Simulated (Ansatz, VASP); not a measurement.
# GaP: VASP beside Ansatz

```
Ga P
1.0
     0.00000    2.71691    2.71691
     2.71691    0.00000    2.71691
     2.71691    2.71691    0.00000
Ga P
1 1
Direct
  0.00000 0.00000 0.00000
  0.25000 0.25000 0.25000
```

Alike in both runs: task single point; functional HSE06; k mesh 6 × 6 × 6; no spin polarisation.

|  | VASP | Ansatz |
| --- | --- | --- |
| version | VASP 6.6.1 | Ansatz 0.2.0 |
| potentials or method | VASP PAW PBE potentials, release 64 (Ga_d, P), cutoff 400 eV | scalar-relativistic, plane waves, PAW |
| occupations | gaussian, width 0.01 eV | fixed |
| valence electrons in the cell | 18 | 18 |

|  | VASP | Ansatz | Ansatz less VASP |
| --- | --- | --- | --- |
| gap on the k mesh at the Fermi level (eV) | 2.27 | 2.27 | -0.003 |
| least direct gap on the mesh (eV) | 2.88 | 2.88 | +0.003 |

Ansatz's warnings: stress exchange threshold loose, stress scf threshold loose.
